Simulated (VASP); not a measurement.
CsBa3, 4 atoms in the cell. The structure is cubic, space group Fm-3m (No. 225). The conventional cell has a = 7.248 Å, b = 7.248 Å, c = 7.248 Å, α = 90.00°, β = 90.00°, γ = 90.00°. Within 4.1 Å of Ba (site symmetry m-3m) lie 8 Ba at 3.14 Å and 6 Cs at 3.62 Å. Within 4.1 Å of Ba (site symmetry -43m) lie 4 Cs at 3.14 Å and 10 Ba at 3.14 to 3.62 Å. Within 4.1 Å of Cs (site symmetry m-3m) lie 14 Ba at 3.14 to 3.62 Å. 

| Item | Value |
| --- | --- |
| Program | VASP 6.6.1 |
| Task | single point |
| Functional | PBEsol |
| Potentials or basis | VASP PAW PBE potentials, release 64 (Ba_sv, Cs_sv) |
| Cutoff | 520 eV |
| k mesh | 5 × 5 × 5 |
| Occupations | fermi-dirac, width 0.05 eV |
| Spin | no spin polarisation |
| Dipole correction | no |
| Further INCAR settings | ALGO = Normal; EDIFF = 1e-06; NBANDS = 28 |

Potentials or basis: VASP PAW PBE potentials, release 64 (Ba_sv, Cs_sv).

The run is started by

```console
$ cat potpaw_PBE.64/Ba_sv/POTCAR potpaw_PBE.64/Cs_sv/POTCAR > POTCAR
$ mpirun -np 1 vasp_std > vasp.out
```

Hardware: 1 thread of Intel Xeon 8259CL, with other jobs on the host.

How long does it take, and how much memory?

It took 58 s on 1 thread of Intel Xeon 8259CL (shared host), peak memory 0.24 GiB. Counts: scf iterations 13, k points 10.
